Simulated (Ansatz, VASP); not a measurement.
V: VASP beside Ansatz

INCAR

```
SYSTEM = V
PREC = Accurate ; ENCUT = 520
EDIFF = 1E-6 ; ISMEAR = -1
SIGMA = 0.05 ; LREAL = .FALSE.
LASPH = .TRUE. ; NELM = 150
ALGO = Normal ; ISIF = 2
LWAVE = .FALSE. ; LCHARG = .FALSE.
ISPIN = 2 ; MAGMOM = 2 2
LORBIT = 11 ; LMAXMIX = 4
NBANDS = 24
```

Contents of KPOINTS:

```
Automatic mesh
0
G
  12 12 6
  0 0 0
```

Contents of POSCAR:

```
V
1.0
    2.6215415862      0.0000000000      0.0000000000
   -1.3107707930      2.2703216106      0.0000000000
    0.0000000000      0.0000000000      4.7546172825
V
2
Direct
    0.3333333333      0.6666666667      0.2500000000
    0.6666666667      0.3333333333      0.7500000000
```

input.yaml

```yaml
crystal:
  lattice:
    - [2.6215415862, 0.0, 0.0]
    - [-1.310770793, 2.2703216106, 0.0]
    - [0.0, 0.0, 4.7546172825]
  atoms:
    - { symbol: V, position: [0.3333333333, 0.6666666667, 0.25], spin: 2.0 }
    - { symbol: V, position: [0.6666666667, 0.3333333333, 0.75], spin: 2.0 }
hamiltonian:
  xc: lda
  pseudopotentials: { kind: paw }
magnetization:
  spin_polarized: true
kpoints:
  mp_grid: { grid: [12, 12, 6] }
scf:
  occupations: { method: fermi_dirac, width: 0.05 }
output:
  forces: true
  stress: true
  eigenvalues: true
```

Alike in both runs: task single point; functional LDA; k mesh 12 × 12 × 6; occupations fermi-dirac, width 0.05 eV; collinear spin.

|  | VASP | Ansatz |
| --- | --- | --- |
| version | VASP 6.6.1 | Ansatz 0.2.0 |
| potentials or method | VASP PAW LDA potentials, release 64 (V_sv) | Ansatz PAW |
| plane-wave cutoff (eV) | 520 | 420 |
| valence electrons in the cell | 26 | 26 |

VASP gave:

- gap on the k mesh at the Fermi level (eV): none
- pressure (GPa): -15.4
- traceless stress, the component that is largest in VASP (GPa): 1.17
- net moment per atom (μB): 0.00

Which values does Ansatz return?

gap on the k mesh at the Fermi level (eV): none; pressure (GPa): -15.7; traceless stress, the component that is largest in VASP (GPa): 1.18; net moment per atom (μB): 0.00.

LDA's correlation is that of Perdew and Zunger in VASP and of Perdew and Wang (1992) in Ansatz. A gap of «none» marks a metal or a gap that the smearing closes.
